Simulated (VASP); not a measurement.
## PtS2: single point with r2SCAN

The system is PtS2.

```xyz
3
Lattice="3.5292 0.0000 0.0000 -1.7646 3.0564 0.0000 0.0000 0.0000 5.0890" Properties=species:S:1:pos:R:3 pbc="T T T"
Pt    0.0000    0.0000    0.0000
S     0.0000    2.0376    1.2357
S     1.7646    1.0188    3.8533
```

This cell differs from its parent crystal: strain -0.7%.

| Item | Value |
| --- | --- |
| Program | VASP 6.6.1 |
| Task | single point |
| Functional | r2SCAN |
| Potentials or basis | VASP PAW PBE potentials, release 64 (Pt, S) |
| Cutoff | 520 eV |
| k mesh | 12 × 12 × 6 |
| Occupations | gaussian, width 0.01 eV |
| Spin | no spin polarisation |
| Dipole correction | no |
| Further INCAR settings | ALGO = Normal; EDIFF = 1e-07; NBANDS = 18 |

```yaml
Pressure: 2.8 GPa
Largest_force: 0.048 eV/Å
Band_gap_on_the_k_mesh: 0.83 eV, indirect (least direct gap 1.11 eV)
```

Forces on the atoms (eV/Å):
```
Pt   0.000  0.000  0.000
S    0.000  0.000 -0.048
S    0.000  0.000  0.048
```

Stress tensor (GPa, compression positive):
```
3.34 0.00 0.00
0.00 3.34 0.00
0.00 0.00 1.86
```

Levels at points of the mesh, in eV from the valence-band top:
| k point | band 7 | band 8 | band 9 | band 10 | band 11 | band 12 | band 13 | band 14 | band 15 | band 16 |
| --- | --- | --- | --- | --- | --- | --- | --- | --- | --- | --- |
| (0.00, 0.00, 0.00) | -3.99 | -2.20 | -1.10 | -1.10 | 0.00 | 2.22 | 2.22 | 5.15 | 6.12 | 8.56 |
| (0.50, 0.00, 0.00) | -3.42 | -3.27 | -3.26 | -3.14 | -2.55 | 1.68 | 2.75 | 5.84 | 6.94 | 8.54 |
| (0.00, 0.00, 0.50) | -4.02 | -2.78 | -1.36 | -1.36 | -1.15 | 2.81 | 2.81 | 6.03 | 7.73 | 8.23 |
| (0.50, 0.00, 0.50) | -3.33 | -3.28 | -2.86 | -2.81 | -1.51 | 1.83 | 2.46 | 5.46 | 5.82 | 8.02 |

It took 3.2 min on 1 thread of Intel(R) Xeon(R) 6975P-C (Granite Rapids) (shared host), peak memory 0.24 GiB.

Caveat: the cell differs from its parent crystal (strain -0.7%); the PAW data sets were made with another functional, which shifts forces and pressure a little; spin-orbit coupling is left out, which moves the levels of the heavy elements. A k mesh can miss the band edges.
